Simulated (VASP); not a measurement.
# C (P-1) in VASP: a series of runs

Runs on C. Level: PBEsol+D3(BJ). Tasks: single point.

Program: VASP 6.6.1. These are calculated values, not measurements. Logs are shortened: lines on timing, memory, paths and dates and some standing lists are left out, and cuts for length are marked.

**1. The cell of the first run**

The typed cell holds 2 atoms: a = 3.577 Å, b = 3.577 Å, c = 3.577 Å, α = 40.19°, β = 40.19°, γ = 40.19°.

**2. Single point, PBEsol+D3(BJ) (atoms displaced along a vibrational mode)**

The input, INCAR:

```
  PREC = Accurate
  ENCUT = 520
  EDIFF = 1E-7
  ISMEAR = 0
  SIGMA = 0.05
  LREAL = False
  LASPH = True
  NELM = 100
  ALGO = Normal
  ISIF = 2
  LWAVE = False
  LCHARG = True
  GGA = PS
  IVDW = 12
  LELF = True
  LVHAR = True
  NBANDS = 11
```

The input, KPOINTS:

```
regular mesh
0
Gamma
  15 15 15
```

The input, POSCAR:

```
C
1.0
    1.2291305633      0.7096388616      3.2835658809
   -1.2291305633      0.7096388616      3.2835658809
    0.0000000000     -1.4192777231      3.2835658809
C
2
Direct
    0.1421760251      0.1909910183      0.1665835217
    0.8578239749      0.8090089817      0.8334164783
```

Potentials or basis: VASP PAW PBE potentials, release 64 (C).

Command:

```console
$ cat potpaw_PBE.64/C/POTCAR > POTCAR
$ mpirun -np 1 vasp_std > vasp.out
```

OUTCAR:

```text
PREC = Accurate
   ENCUT = 520
   EDIFF = 1E-7
   ISMEAR = 0
   LREAL = False
   LASPH = True
   NELM = 100
   ISIF = 2
   GGA = PS
   IVDW = 12
 IVDW          = 12

 ion  position               nearest neighbor table
   1  0.142  0.191  0.167-   2 1.32   2 1.42   2 1.52
   2  0.858  0.809  0.833-   1 1.32   1 1.42   1 1.52

  LATTYP: Found a trigonal (rhomboedric) cell.
 ALAT       =     3.5771712497
 COS(alpha) =     0.7638725005

  Lattice vectors:

 A1 = (   1.2291305633,   0.7096388616,   3.2835658809)
 A2 = (  -1.2291305633,   0.7096388616,   3.2835658809)
 A3 = (   0.0000000000,  -1.4192777231,   3.2835658809)

Analysis of symmetry for initial positions (statically):
=====================================================================
 Subroutine PRICEL returns:
 Original cell was already a primitive cell.

 Routine SETGRP: Setting up the symmetry group for a
 trigonal (rhombohedral) supercell.

 Subroutine GETGRP returns: Found  2 space group operations
 (whereof  2 operations were pure point group operations)
 out of a pool of 12 trial point group operations.

The static configuration has the point symmetry S_2 .

Analysis of symmetry for dynamics (positions and initial velocities):
=====================================================================
 Subroutine PRICEL returns:
 Original cell was already a primitive cell.

 Routine SETGRP: Setting up the symmetry group for a
 trigonal (rhombohedral) supercell.

 Subroutine GETGRP returns: Found  2 space group operations
 (whereof  2 operations were pure point group operations)
 out of a pool of 12 trial point group operations.

The dynamic configuration has the point symmetry S_2 .

 Subroutine INISYM returns: Found  2 space group operations
 (whereof  2 operations are pure point group operations),
 and found     1 'primitive' translations

----------------------------------------------------------------------------------------

                                     Primitive cell

  volume of cell :      17.1843

  direct lattice vectors                    reciprocal lattice vectors
     1.229130563  0.709638862  3.283565881     0.406791609  0.234861245  0.101515653
    -1.229130563  0.709638862  3.283565881    -0.406791609  0.234861245  0.101515653
     0.000000000 -1.419277723  3.283565881     0.000000000 -0.469722490  0.101515653

  length of vectors
     3.577171250  3.577171250  3.577171250     0.480567004  0.480567004  0.480567004

  position of ions in fractional coordinates (direct lattice)
     0.142176025  0.190991018  0.166583522
     0.857823975  0.809008982  0.833416478

  ion indices of the primitive-cell ions
   primitive index   ion index
                 1           1
                 2           2

----------------------------------------------------------------------------------------

 KPOINTS: regular mesh

Automatic generation of k-mesh.
 Grid dimensions read from file:
 generate k-points for:   15   15   15

 Generating k-lattice:

  Cartesian coordinates                     Fractional coordinates (reciprocal lattice)
     0.027119441  0.015657416  0.006767710     0.066666667  0.000000000 -0.000000000
    -0.027119441  0.015657416  0.006767710     0.000000000  0.066666667 -0.000000000
     0.000000000 -0.031314833  0.006767710    -0.000000000 -0.000000000  0.066666667

  Length of vectors
     0.032037800  0.032037800  0.032037800

  Shift w.r.t. Gamma in fractional coordinates (k-lattice)
     0.000000000  0.000000000  0.000000000

 Subroutine IBZKPT returns following result:
 ===========================================

 Found   1688 irreducible k-points:

 Following reciprocal coordinates:
            Coordinates               Weight
  0.000000  0.000000  0.000000      1.000000
  0.066667 -0.000000  0.000000      2.000000
 -0.000000  0.066667  0.000000      2.000000
  0.000000  0.000000  0.066667      2.000000
  0.133333 -0.000000  0.000000      2.000000
 -0.000000  0.133333  0.000000      2.000000
[... 16 lines left out ...]
  0.066667  0.066667  0.000000      2.000000
 -0.066667 -0.000000 -0.066667      2.000000
 [... further k-points ...]
   k-points           NKPTS =   1688   k-points in BZ     NKDIM =   1688   number of bands    NBANDS=     11
   number of dos      NEDOS =    301   number of ions     NIONS =      2
   total plane-waves  NPLWV =  21952
   dimension x,y,z NGX =    28 NGY =   28 NGZ =   28
   dimension x,y,z NGXF=    56 NGYF=   56 NGZF=   56
   ions per type =               2
   NGX,Y,Z   is equivalent  to a cutoff of  13.01, 13.01, 13.01 a.u.
   NGXF,Y,Z  is equivalent  to a cutoff of  26.03, 26.03, 26.03 a.u.
 SYSTEM =  unknown system
   PREC   = accura    normal or accurate (medium, high low for compatibility)
   ISTART =      0    job   : 0-new  1-cont  2-samecut
   ICHARG =      2    charge: 1-file 2-atom 10-const
   ISPIN  =      1    spin polarized calculation?
   LNONCOLLINEAR =      F non collinear calculations
   LSORBIT =      F    spin-orbit coupling
   LASPH  =      T    aspherical Exc in radial PAW
   ENCUT  =  520.0 eV  38.22 Ry    6.18 a.u.   6.65  6.65  6.65*2*pi/ulx,y,z
   NELM   =    100;   NELMIN=  2; NELMDL= -5     # of ELM steps
   EDIFF  = 0.1E-06   stopping-criterion for ELM
   LREAL  =      F    real-space projection
   EDIFFG = 0.1E-05   stopping-criterion for IOM
   NSW    =      0    number of steps for IOM
   IBRION =     -1    ionic relax: 0-MD 1-quasi-New 2-CG
   NFREE  =      0    steps in history (QN), initial steepest desc. (CG)
   ISIF   =      2    stress and relaxation
   ISYM   =      2    0-nonsym 1-usesym 2-fastsym
   POTIM  = 0.5000    time-step for ionic-motion
   TEBEG  =    0.0;   TEEND  =   0.0 temperature during run
   PSTRESS=    0.0 pullay stress
   NELECT =       8.0000    total number of electrons
   NUPDOWN=      -1.0000    fix difference up-down
   EMIN   =  10.00;   EMAX   =-10.00  energy-range for DOS
   EFERMI =   0.00;   METHOD = LEGACY
   ISMEAR =     0;   SIGMA  =   0.05  broadening in eV -4-tet -1-fermi 0-gaus
   EFERMI_NEDOS =   21; number of points for ismear=-14 and -15
   IALGO  =     38    algorithm
   IMIX   =      4    mixing-type and parameters
     AMIX     =   0.40;   BMIX     =  1.00
     AMIX_MAG =   1.60;   BMIX_MAG =  1.00
  volume/ion in A,a.u.               =       8.59        57.98
  Fermi-wavevector in a.u.,A,eV,Ry     =   1.268803  2.397689 21.903472  1.609860
  Thomas-Fermi vector in A             =   2.401878
   LORBIT       =      0    0 simple, 1 ext, 2 COOP (PROOUT), +10 PAW based schemes
   GGA     = PS    functional components
   LHFCALC =     F    Hartree Fock is set to
   AEXX    =    0.0000 exact exchange contribution
   IVDW    =    12    specifies the selected vdW correction
   LEPSILON=     F    determine dielectric tensor
   LRPA    =     F    only Hartree local field effects (RPA)
 non-spin polarized calculation
 Gauss-broadening in eV      SIGMA  =   0.05
  energy-cutoff  :      520.00
  volume of cell :       17.18
 maximum number of plane-waves:       476
   NGX = 13   NGY = 13   NGZ = 13

 number of electron       8.0000000 magnetization

 Free energy of the ion-electron system (eV)
  ---------------------------------------------------
  ext. energy  EPLUGINS =         0.00000000
  ---------------------------------------------------
  free energy    TOTEN  =       -18.88335101 eV

  energy without entropy =      -18.88333033  energy(sigma->0) =      -18.88334067

 E-fermi :   4.7782     XC(G=0): -10.7031

 val. band max:        4.7302203577   @ k =   0.0000  -0.3333   0.2667
 cond. band min:       4.8198163785   @ k =   0.2000  -0.1333   0.4667
 fundamental gap:      0.0895960208
 Fermi energy:         4.7781869204

 k-point     1 :       0.0000    0.0000    0.0000
  band No.  band energies     occupation
      1     -14.8926      2.00000
      2      -1.7057      2.00000
      3       0.1621      2.00000
      4       3.7854      2.00000
      5       9.0513      0.00000
      6      10.9164      0.00000
      7      15.4413      0.00000
      8      16.4104      0.00000
      9      18.0255      0.00000
     10      27.2782      0.00000
     11      30.3790      0.00000

 k-point     2 :       0.0667   -0.0000    0.0000
  band No.  band energies     occupation
      1     -14.7836      2.00000
      2      -1.6046      2.00000
      3      -0.0040      2.00000
      4       3.2021      2.00000
      5       9.1869      0.00000
      6      11.2182      0.00000
      7      15.8508      0.00000
      8      16.0830      0.00000
      9      18.1308      0.00000
     10      27.6178      0.00000
     11      29.1786      0.00000

 k-point     3 :      -0.0000    0.0667    0.0000
  band No.  band energies     occupation
      1     -14.7866      2.00000
      2      -1.5941      2.00000
      3      -0.1480      2.00000
      4       3.4045      2.00000
      5       9.2037      0.00000
      6      11.4351      0.00000
      7      15.3683      0.00000
      8      15.9761      0.00000
      9      18.2604      0.00000
     10      27.6998      0.00000
     11      30.1015      0.00000

 k-point     4 :       0.0000    0.0000    0.0667
  band No.  band energies     occupation
      1     -14.7852      2.00000
      2      -1.5988      2.00000
      3      -0.1050      2.00000
      4       3.3899      2.00000
      5       9.1988      0.00000
      6      11.1041      0.00000
      7      15.8204      0.00000
      8      16.0443      0.00000
      9      18.1485      0.00000
     10      27.6415      0.00000
     11      29.3915      0.00000
[... 239 lines left out ...]
 k-point    22 :       0.0000    0.0000    0.4667
  band No.  band energies     occupation
      1      -9.9740      2.00000
      2      -8.0862      2.00000
      3      -1.2128      2.00000
      4       2.6399      2.00000
      5       7.0984      0.00000
      6      11.7666      0.00000
      7      16.0704      0.00000
      8      17.8928      0.00000
      9      23.3510      0.00000
     10      24.8509      0.00000
     11      25.7777      0.00000

 k-point    23 :       0.0667    0.0667    0.0000
  band No.  band energies     occupation
      1     -14.7804      2.00000
      2      -1.6395      2.00000
      3      -0.1049      2.00000
      4       3.3902      2.00000
      5       9.2767      0.00000
      6      11.1011      0.00000
      7      15.8357      0.00000
      8      16.0351      0.00000
      9      18.1374      0.00000
     10      27.6370      0.00000
     11      29.3194      0.00000

 k-point    24 :      -0.0667   -0.0000   -0.0667
  band No.  band energies     occupation
      1     -14.7818      2.00000
      2      -1.6346      2.00000
      3      -0.1446      2.00000
      4       3.3988      2.00000
      5       9.2814      0.00000
      6      11.4378      0.00000
      7      15.3492      0.00000
      8      15.9748      0.00000
      9      18.2848      0.00000
     10      27.6627      0.00000
     11      30.1091      0.00000

 [... further k-points ...]

------------------------ aborting loop because EDIFF is reached ----------------------------------------

 Edisp (eV)   -0.22547

 E8    (eV) :    -0.1096

  FORCE on cell =-STRESS in cart. coord.  units (eV):
  Direction    XX          YY          ZZ          XY          YZ          ZX
  --------------------------------------------------------------------------------------
  -------------------------------------------------------------------------------------
  Total       1.38791     1.02577    -0.00747    -1.63744     0.00301    -0.00670
  in kB     129.40188    95.63791    -0.69640  -152.66607     0.28075    -0.62454
  external pressure =       74.78 kB  Pullay stress =        0.00 kB

 VOLUME and BASIS-vectors are now :
 -----------------------------------------------------------------------------
  energy-cutoff  :      520.00
  volume of cell :       17.18
      direct lattice vectors                 reciprocal lattice vectors
     1.229130563  0.709638862  3.283565881     0.406791609  0.234861245  0.101515653
    -1.229130563  0.709638862  3.283565881    -0.406791609  0.234861245  0.101515653
     0.000000000 -1.419277723  3.283565881     0.000000000 -0.469722490  0.101515653

 POSITION                                       TOTAL-FORCE (eV/Angst)
 -----------------------------------------------------------------------------------
     -0.06000      0.00000      1.64096         6.619613     -0.999084      0.001703
      0.06000      0.00000      8.20973        -6.619613      0.999084     -0.001703
 -----------------------------------------------------------------------------------
    total drift:                                0.000000      0.000000     -0.000000

  FREE ENERGIE OF THE ION-ELECTRON SYSTEM (eV)
  ---------------------------------------------------
  free  energy   TOTEN  =       -19.1088203083 eV

  energy  without entropy=      -19.1087996254  energy(sigma->0) =      -19.10880997
```

Run time: 6.3 min. Hardware: 1 thread of AMD EPYC 7R13 (Zen 3), shared host; peak memory 0.35 GiB.

What came out:

```yaml
Free_energy: -19.1088 eV
Pressure: 7.5 GPa
Largest_force: 6.695 eV/Å
Dispersion_energy_per_atom: -0.113 eV
```

Forces on the atoms (eV/Å):
```
C    6.620 -0.999  0.002
C   -6.620  0.999 -0.002
```

Stress tensor (GPa, compression positive):
```
 12.94 -15.27  -0.06
-15.27   9.56   0.03
 -0.06   0.03  -0.07
```

Caveat: the cell differs from its parent crystal (atoms displaced along a vibrational mode); the cell stands under pressure; the PAW data sets were made with another functional, which shifts forces and pressure a little.

**3. Single point, PBEsol+D3(BJ) (atoms displaced along a vibrational mode)**

The input, INCAR:

```
ALGO = Normal
EDIFF = 1E-6
ENCUT = 520
GGA = PS
ISIF = 2
ISMEAR = 0
IVDW = 12
LASPH = True
LCHARG = False
LREAL = False
LWAVE = False
NBANDS = 11
NELM = 80
PREC = Accurate
SIGMA = 0.05
```

The input, KPOINTS:

```
k-points
0
Gamma
  15 15 15
```

The input, POSCAR:

```
C
1.0
    1.2291305633      0.7096388616      3.2835658809
   -1.2291305633      0.7096388616      3.2835658809
    0.0000000000     -1.4192777231      3.2835658809
C
2
Direct
    0.1584476895      0.1747193539      0.1665835217
    0.8415523105      0.8252806461      0.8334164783
```

Potentials or basis: VASP PAW PBE potentials, release 64 (C).

Command:

```console
$ cat potpaw_PBE.64/C/POTCAR > POTCAR
$ mpirun -np 1 vasp_std > vasp.out
```

Run time: 5.7 min. Hardware: 1 thread of AMD EPYC 7R13 (Zen 3), shared host; peak memory 0.35 GiB.

The run converged. Its results:

- Free energy: -19.4621 eV
- Pressure: 1.4 GPa
- Largest force: 2.221 eV/Å
- Dispersion energy per atom: -0.113 eV

Forces on the atoms (eV/Å):
```
C    2.219 -0.111  0.002
C   -2.219  0.111 -0.002
```

Stress tensor (GPa, compression positive):
```
 2.40 -4.91 -0.02
-4.91  1.99 -0.01
-0.02 -0.01 -0.04
```

Caveat: the cell differs from its parent crystal (atoms displaced along a vibrational mode); the PAW data sets were made with another functional, which shifts forces and pressure a little.
